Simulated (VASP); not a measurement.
# TiC (Fm-3m) in VASP: settings compared

The runs below take TiC through single point, with r2SCAN, LDA+U, PBEsol+U.

All numbers are computed with VASP 6.6.1; they aren't measurements. Logs are shortened: lines on timing, memory, paths and dates and some standing lists are left out, and cuts for length are marked.

## Step 1: The cell of the first run

It takes space group Fm-3m (No. 225, cubic). The conventional cell has a = 4.273 Å, b = 4.273 Å, c = 4.273 Å, α = 90.00°, β = 90.00°, γ = 90.00°. Ti (site symmetry m-3m) has 6 C at 2.14 Å within 2.8 Å. C (site symmetry m-3m) has 6 Ti at 2.14 Å within 2.8 Å.

## Step 2: Single point, r2SCAN

File POSCAR:

```
TiC
1.0
    0.0000000000      2.1364487848      2.1364487848
    2.1364487848      0.0000000000      2.1364487848
    2.1364487848      2.1364487848      0.0000000000
Ti C
1 1
Direct
    0.0000000000      0.0000000000      0.0000000000
    0.5000000000      0.5000000000      0.5000000000
```

File INCAR.step1:

```
  PREC = Accurate
  ENCUT = 910
  ISMEAR = -1
  SIGMA = 0.05
  LREAL = F
  LASPH = T
  NELM = 120
  NBANDS = 15
  GGA = PE
  ALGO = Normal
  EDIFF = 1E-5
  LWAVE = T
  LCHARG = F
  GGA_COMPAT = F
```

File INCAR.step2:

```
  PREC = Accurate
  ENCUT = 910
  EDIFF = 1E-6
  ISMEAR = -1
  SIGMA = 0.05
  LREAL = F
  LASPH = T
  NELM = 120
  ALGO = Normal
  ISIF = 2
  LWAVE = F
  LCHARG = F
  METAGGA = R2SCAN
  LMIXTAU = T
  NBANDS = 15
  ISTART = 1
  GGA_COMPAT = F
```

File KPOINTS:

```
regular mesh
0
Gamma
  11 11 11
```

Potentials or basis: VASP PAW PBE potentials, release 64 (Ti_sv, C_h).

Run with:

```
> cat potpaw_PBE.64/Ti_sv/POTCAR potpaw_PBE.64/C_h/POTCAR > POTCAR
> cp INCAR.step1 INCAR
> mpirun -np 1 vasp_std > vasp.out
> cp INCAR.step2 INCAR
> mpirun -np 1 vasp_std > vasp.out
```

OUTCAR:

```text
PREC = Accurate
   ENCUT = 910
   EDIFF = 1E-6
   ISMEAR = -1
   LREAL = F
   LASPH = T
   NELM = 120
   ISIF = 2
   METAGGA = R2SCAN
   ISTART = 1

 ion  position               nearest neighbor table
   1  0.000  0.000  0.000-   2 2.14   2 2.14   2 2.14   2 2.14   2 2.14   2 2.14
   2  0.500  0.500  0.500-   1 2.14   1 2.14   1 2.14   1 2.14   1 2.14   1 2.14

  LATTYP: Found a face centered cubic cell.
 ALAT       =     4.2728975696

  Lattice vectors:

 A1 = (   0.0000000000,   2.1364487848,   2.1364487848)
 A2 = (   2.1364487848,   0.0000000000,   2.1364487848)
 A3 = (   2.1364487848,   2.1364487848,   0.0000000000)

Analysis of symmetry for initial positions (statically):
=====================================================================
 Subroutine PRICEL returns:
 Original cell was already a primitive cell.

 Routine SETGRP: Setting up the symmetry group for a
 face centered cubic supercell.

 Subroutine GETGRP returns: Found 48 space group operations
[... 9 lines left out ...]

 Routine SETGRP: Setting up the symmetry group for a
 face centered cubic supercell.

 Subroutine GETGRP returns: Found 48 space group operations
[... 11 lines left out ...]
                                     Primitive cell

  volume of cell :      19.5033

  direct lattice vectors                    reciprocal lattice vectors
     0.000000000  2.136448785  2.136448785    -0.234033225  0.234033225  0.234033225
     2.136448785  0.000000000  2.136448785     0.234033225 -0.234033225  0.234033225
     2.136448785  2.136448785  0.000000000     0.234033225  0.234033225 -0.234033225

  length of vectors
     3.021394847  3.021394847  3.021394847     0.405357437  0.405357437  0.405357437

  position of ions in fractional coordinates (direct lattice)
[... 8 lines left out ...]
----------------------------------------------------------------------------------------

 KPOINTS: regular mesh

Automatic generation of k-mesh.
 Grid dimensions read from file:
 generate k-points for:   11   11   11

 Generating k-lattice:

  Cartesian coordinates                     Fractional coordinates (reciprocal lattice)
    -0.021275748  0.021275748  0.021275748     0.090909091  0.000000000  0.000000000
     0.021275748 -0.021275748  0.021275748     0.000000000  0.090909091  0.000000000
     0.021275748  0.021275748 -0.021275748     0.000000000  0.000000000  0.090909091

  Length of vectors
     0.036850676  0.036850676  0.036850676

  Shift w.r.t. Gamma in fractional coordinates (k-lattice)
     0.000000000  0.000000000  0.000000000

 Subroutine IBZKPT returns following result:
 ===========================================

 Found     56 irreducible k-points:

 Following reciprocal coordinates:
            Coordinates               Weight
  0.000000  0.000000  0.000000      1.000000
  0.090909  0.000000  0.000000      8.000000
  0.181818  0.000000  0.000000      8.000000
  0.272727  0.000000  0.000000      8.000000
  0.363636  0.000000  0.000000      8.000000
  0.454545  0.000000  0.000000      8.000000
[... 16 lines left out ...]
 -0.272727  0.181818  0.000000     24.000000
 -0.181818  0.181818  0.000000     12.000000
 [... further k-points ...]
   k-points           NKPTS =     56   k-points in BZ     NKDIM =     56   number of bands    NBANDS=     15
   number of dos      NEDOS =    301   number of ions     NIONS =      2
   total plane-waves  NPLWV =  27000
   dimension x,y,z NGX =    30 NGY =   30 NGZ =   30
   dimension x,y,z NGXF=    60 NGYF=   60 NGZF=   60
   ions per type =               1   1
   NGX,Y,Z   is equivalent  to a cutoff of  16.51, 16.51, 16.51 a.u.
   NGXF,Y,Z  is equivalent  to a cutoff of  33.01, 33.01, 33.01 a.u.
 SYSTEM =  unknown system
   PREC   = accura    normal or accurate (medium, high low for compatibility)
   ISTART =      1    job   : 0-new  1-cont  2-samecut
   ICHARG =      0    charge: 1-file 2-atom 10-const
   ISPIN  =      1    spin polarized calculation?
   LNONCOLLINEAR =      F non collinear calculations
   LSORBIT =      F    spin-orbit coupling
   LASPH  =      T    aspherical Exc in radial PAW
   ENCUT  =  910.0 eV  66.88 Ry    8.18 a.u.   7.43  7.43  7.43*2*pi/ulx,y,z
   NELM   =    120;   NELMIN=  2; NELMDL=  0     # of ELM steps
   EDIFF  = 0.1E-05   stopping-criterion for ELM
   LREAL  =      F    real-space projection
   EDIFFG = 0.1E-04   stopping-criterion for IOM
   NSW    =      0    number of steps for IOM
   IBRION =     -1    ionic relax: 0-MD 1-quasi-New 2-CG
   NFREE  =      0    steps in history (QN), initial steepest desc. (CG)
   ISIF   =      2    stress and relaxation
   ISYM   =      2    0-nonsym 1-usesym 2-fastsym
   POTIM  = 0.5000    time-step for ionic-motion
   TEBEG  =    0.0;   TEEND  =   0.0 temperature during run
   PSTRESS=    0.0 pullay stress
   NELECT =      16.0000    total number of electrons
   NUPDOWN=      -1.0000    fix difference up-down
   EMIN   =  10.00;   EMAX   =-10.00  energy-range for DOS
   EFERMI =   0.00;   METHOD = LEGACY
   ISMEAR =    -1;   SIGMA  =   0.05  broadening in eV -4-tet -1-fermi 0-gaus
   EFERMI_NEDOS =   21; number of points for ismear=-14 and -15
   IALGO  =     38    algorithm
   IMIX   =      4    mixing-type and parameters
     AMIX     =   0.40;   BMIX     =  1.00
     AMIX_MAG =   1.60;   BMIX_MAG =  1.00
  volume/ion in A,a.u.               =       9.75        65.81
  Fermi-wavevector in a.u.,A,eV,Ry     =   1.532542  2.896084 31.955793  2.348684
  Thomas-Fermi vector in A             =   2.639733
   LORBIT       =      0    0 simple, 1 ext, 2 COOP (PROOUT), +10 PAW based schemes
   METAGGA = R2SCAN    functional components
   LHFCALC =     F    Hartree Fock is set to
   AEXX    =    0.0000 exact exchange contribution
   IVDW    =     0    specifies the selected vdW correction
   LEPSILON=     F    determine dielectric tensor
   LRPA    =     F    only Hartree local field effects (RPA)
 non-spin polarized calculation
  energy-cutoff  :      910.00
  volume of cell :       19.50
 maximum number of plane-waves:      1243
 NGX is ok and might be reduce to    30
   NGX = 15   NGY = 15   NGZ = 15

 number of electron      16.0000002 magnetization

 Free energy of the ion-electron system (eV)
  ---------------------------------------------------
  ext. energy  EPLUGINS =         0.00000000
  ---------------------------------------------------
  free energy    TOTEN  =       -24.84942022 eV

  energy without entropy =      -24.84719407  energy(sigma->0) =      -24.84830715

 E-fermi :  10.4056     XC(G=0): -13.8315

 val. band max:       10.3390267697   @ k =   0.1818   0.1818   0.0000
 cond. band min:      10.4485989400   @ k =   0.0909   0.0000   0.0000
 fundamental gap:      0.1095721704
 Fermi energy:        10.4055784015

 k-point     1 :       0.0000    0.0000    0.0000
  band No.  band energies     occupation
      1     -48.5211      2.00000
      2     -23.4776      2.00000
      3     -23.4776      2.00000
      4     -23.4776      2.00000
      5      -3.0682      2.00000
      6      11.2117      0.00000
      7      11.2117      0.00000
      8      11.2117      0.00000
      9      12.0475      0.00000
     10      12.0475      0.00000
     11      12.0475      0.00000
     12      12.1400      0.00000
     13      12.1400      0.00000
     14      22.1545      0.00000
     15      25.3283      0.00000

 k-point     2 :       0.0909    0.0000    0.0000
  band No.  band energies     occupation
      1     -48.5140      2.00000
      2     -23.5271      2.00000
      3     -23.4819      2.00000
      4     -23.4819      2.00000
      5      -2.8672      2.00000
      6      10.2325      1.93915
      7      10.4486      0.59451
      8      10.4486      0.59445
      9      11.5119      0.00000
     10      11.5119      0.00000
     11      12.5871      0.00000
     12      13.7399      0.00000
     13      13.7399      0.00000
     14      22.4918      0.00000
     15      25.3911      0.00000

 k-point     3 :       0.1818    0.0000    0.0000
  band No.  band energies     occupation
      1     -48.4948      2.00000
      2     -23.6580      2.00000
      3     -23.4934      2.00000
      4     -23.4934      2.00000
      5      -2.2918      2.00000
      6       8.6403      2.00000
      7       9.1732      2.00000
      8       9.1732      2.00000
      9      11.9156      0.00000
     10      11.9156      0.00000
     11      13.1249      0.00000
     12      15.4567      0.00000
     13      15.4567      0.00000
     14      22.9715      0.00000
     15      25.4436      0.00000

 k-point     4 :       0.2727    0.0000    0.0000
  band No.  band energies     occupation
      1     -48.4696      2.00000
      2     -23.8257      2.00000
      3     -23.5084      2.00000
      4     -23.5084      2.00000
      5      -1.4216      2.00000
      6       6.9471      2.00000
      7       8.1583      2.00000
      8       8.1583      2.00000
      9      12.5259      0.00000
     10      12.5259      0.00000
     11      13.6405      0.00000
     12      17.0684      0.00000
     13      17.0684      0.00000
     14      22.1986      0.00000
     15      26.2920      0.00000

 k-point     5 :       0.3636    0.0000    0.0000
  band No.  band energies     occupation
      1     -48.4463      2.00000
      2     -23.9764      2.00000
      3     -23.5220      2.00000
      4     -23.5220      2.00000
      5      -0.3939      2.00000
      6       5.3759      2.00000
      7       7.4608      2.00000
      8       7.4608      2.00000
      9      13.1622      0.00000
     10      13.1622      0.00000
     11      14.2647      0.00000
     12      18.3814      0.00000
     13      18.3814      0.00000
     14      20.6528      0.00000
     15      27.4386      0.00000

 k-point     6 :       0.4545    0.0000    0.0000
  band No.  band energies     occupation
      1     -48.4323      2.00000
      2     -24.0645      2.00000
      3     -23.5301      2.00000
      4     -23.5301      2.00000
      5       0.4840      2.00000
      6       4.2350      2.00000
      7       7.1062      2.00000
      8       7.1062      2.00000
      9      13.5849      0.00000
     10      13.5849      0.00000
     11      14.8518      0.00000
     12      19.1578      0.00000
     13      19.1578      0.00000
     14      19.4417      0.00000
     15      26.4373      0.00000

 k-point     7 :       0.0909    0.0909    0.0000
  band No.  band energies     occupation
      1     -48.5116      2.00000
      2     -23.5232      2.00000
      3     -23.4934      2.00000
      4     -23.4934      2.00000
      5      -2.8051      2.00000
      6       9.6464      2.00000
      7      10.5909      0.04791
      8      10.5909      0.04791
      9      10.9588      0.00003
     10      12.2196      0.00000
     11      12.8984      0.00000
[... 226 lines left out ...]
      4     -23.5783      2.00000
      5      -0.1459      2.00000
      6       5.3305      2.00000
      7       7.2163      2.00000
      8       7.9410      2.00000
      9      12.2768      0.00000
     10      13.7796      0.00000
     11      14.6743      0.00000
     12      16.9324      0.00000
     13      18.1183      0.00000
     14      22.3788      0.00000
     15      26.2578      0.00000

 k-point    21 :      -0.4545    0.1818    0.0000
  band No.  band energies     occupation
      1     -48.4194      2.00000
      2     -24.0085      2.00000
      3     -23.6468      2.00000
      4     -23.5667      2.00000
      5       0.3141      2.00000
      6       4.8477      2.00000
      7       7.0163      2.00000
      8       7.4830      2.00000
      9      13.0770      0.00000
     10      13.6990      0.00000
     11      14.6844      0.00000
     12      17.7373      0.00000
     13      18.0683      0.00000
     14      21.6252      0.00000
     15      25.8232      0.00000

 k-point    22 :      -0.3636    0.1818    0.0000
  band No.  band energies     occupation
      1     -48.4240      2.00000
      2     -23.9814      2.00000
      3     -23.6623      2.00000
      4     -23.5448      2.00000
      5       0.1859      2.00000
      6       4.9739      2.00000
      7       7.1923      2.00000
      8       7.3155      2.00000
      9      13.2518      0.00000
     10      13.5957      0.00000
     11      14.6241      0.00000
     12      16.9631      0.00000
     13      18.8847      0.00000
     14      21.5868      0.00000
     15      25.4672      0.00000

 k-point    23 :      -0.2727    0.1818    0.0000
  band No.  band energies     occupation
      1     -48.4396      2.00000
      2     -23.9026      2.00000
      3     -23.6502      2.00000
      4     -23.5193      2.00000
      5      -0.4505      2.00000
      6       5.7181      2.00000
      7       7.4423      2.00000
      8       7.6298      2.00000
      9      12.6643      0.00000
     10      13.6392      0.00000
     11      14.5485      0.00000
     12      15.9624      0.00000
     13      18.9815      0.00000
     14      22.3836      0.00000
     15      24.9939      0.00000

 k-point    24 :      -0.1818    0.1818    0.0000
  band No.  band energies     occupation
      1     -48.4611      2.00000
      2     -23.8055      2.00000
      3     -23.6045      2.00000
      4     -23.4983      2.00000
      5      -1.2278      2.00000
      6       6.7522      2.00000
      7       7.8402      2.00000
      8       8.2482      2.00000
      9      12.1514      0.00000
     10      13.2884      0.00000
     11      14.2660      0.00000
     12      15.1466      0.00000
     13      18.2474      0.00000
     14      23.3182      0.00000
     15      24.7924      0.00000

 [... further k-points ...]
[... 5 lines left out ...]
  --------------------------------------------------------------------------------------
  -------------------------------------------------------------------------------------
  Total        1.4351855      1.4351855      1.4351855      0.0000000     -0.0000000      0.0000000
  in kB      117.8992798    117.8992798    117.8992798      0.0000000     -0.0000000      0.0000000
  external PRESSURE =     117.8992798 kB  Pullay stress =       0.0000000 kB

 VOLUME and BASIS-vectors are now :
 -----------------------------------------------------------------------------
  energy-cutoff  :      910.00
  volume of cell :       19.50
      direct lattice vectors                 reciprocal lattice vectors
     0.000000000  2.136448785  2.136448785    -0.234033225  0.234033225  0.234033225
     2.136448785  0.000000000  2.136448785     0.234033225 -0.234033225  0.234033225
     2.136448785  2.136448785  0.000000000     0.234033225  0.234033225 -0.234033225

 POSITION                                       TOTAL-FORCE (eV/Angst)
 -----------------------------------------------------------------------------------
      0.00000      0.00000      0.00000        -0.000000      0.000000     -0.000000
      2.13645      2.13645      2.13645         0.000000      0.000000      0.000000
 -----------------------------------------------------------------------------------
    total drift:                               -0.000000      0.000000      0.000000

  FREE ENERGIE OF THE ION-ELECTRON SYSTEM (eV)
  ---------------------------------------------------
  free  energy   TOTEN  =       -24.8494202236 eV

  energy  without entropy=      -24.8471940735  energy(sigma->0) =      -24.84830715
```

Run time: 70 s. Hardware: 1 thread of Intel Xeon 6975P-C (Granite Rapids), shared host; peak memory 0.19 GiB.

What came out:

```
Free energy            : -24.8494 eV
Pressure               : 11.8 GPa
Band gap on the k mesh : zero (band 8 reaches 11.21 eV, above the bottom of band 9 at 9.86 eV)
```

Caveat: the cutoff is under 1.25 times the usual one of these potentials, so pressure, stress and relaxed cells hold a basis-set (Pulay) error; the PAW data sets were made with another functional, which shifts forces and pressure a little.

[end of part 1 of 2]
